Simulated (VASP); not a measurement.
KC, 6 atoms in the cell. It takes space group P-62m (No. 189, hexagonal). The conventional cell has a = 7.995 Å, b = 7.995 Å, c = 3.890 Å, α = 90.00°, β = 90.00°, γ = 120.00°. K (site symmetry m2m) has 6 C at 2.93 to 3.84 Å and 2 K at 3.89 Å within 3.9 Å. C (site symmetry m2m) has 2 C at 1.43 Å within 1.9 Å. The cell was generated, and may not be a known phase.

* Program: VASP 6.6.1
* Task: relaxation of cell and atoms
* Functional: PBE
* Potentials or basis: VASP PAW PBE potentials, release 64 (K_sv, C)
* Cutoff: 600 eV
* k mesh: 6 × 6 × 10
* Occupations: gaussian, width 0.1 eV
* Spin: no spin polarisation
* Dipole correction: no
* Further INCAR settings: ALGO = Normal; EDIFF = 1e-06; IBRION = 2; EDIFFG = -0.01; NSW = 100; ISIF = 3

Potentials or basis: VASP PAW PBE potentials, release 64 (K_sv, C).

The run is started by

```sh
$ cat potpaw_PBE.64/K_sv/POTCAR potpaw_PBE.64/C/POTCAR > POTCAR
$ mpirun -np 1 vasp_std > vasp.out
```

Hardware: 1 thread of Intel(R) Xeon(R) Platinum 8259CL CPU @ 2.50GHz (Skylake/Cascade Lake) (shared host).

Question: How long does it take, and how much memory?

Answer: Wall time 12 min on 1 thread of Intel(R) Xeon(R) Platinum 8259CL CPU @ 2.50GHz (Skylake/Cascade Lake), on a shared host, peak memory 0.51 GiB. Counts: scf iterations 47, k points 42, ion steps 6.
